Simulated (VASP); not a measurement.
# Hg: single point with PBEsol

Hg:

```
Hg
1.0
     5.46670    0.00000    0.00000
    -2.73335    4.73430    0.00000
     0.00000    0.00000    3.18522
Hg
3
Direct
  0.33333 0.66667 0.50000
  0.66667 0.33333 0.50000
  0.00000 0.00000 0.00000
```

```yaml
Program: VASP 6.6.1
Task: single point
Functional: PBEsol
Potentials_or_basis: VASP PAW PBE potentials, release 64 (Hg)
Cutoff: 520 eV
k_mesh: 5 × 5 × 7
Occupations: fermi-dirac, width 0.05 eV
Spin: no spin polarisation
```

```json
{
 "Pressure": "-2.6 GPa",
 "Band gap on the k mesh": "zero (band 18 reaches 2.84 eV, above the bottom of band 19 at 0.62 eV)"
}
```

Levels at points of the mesh, in eV from the Fermi level:
```csv
k point,band 15,band 16,band 17,band 18,band 19,band 20,band 21,band 22
"(0.00, 0.00, 0.00)",-5.41,-5.41,-1.20,-0.87,1.99,1.99,2.06,2.06
```

Wall time 53 s on 1 thread of AMD EPYC 7R13, with other jobs on the host, peak memory 0.17 GiB.

Caveat: the PAW data sets were made with another functional, which shifts forces and pressure a little; spin-orbit coupling is left out, which moves the levels of the heavy elements.
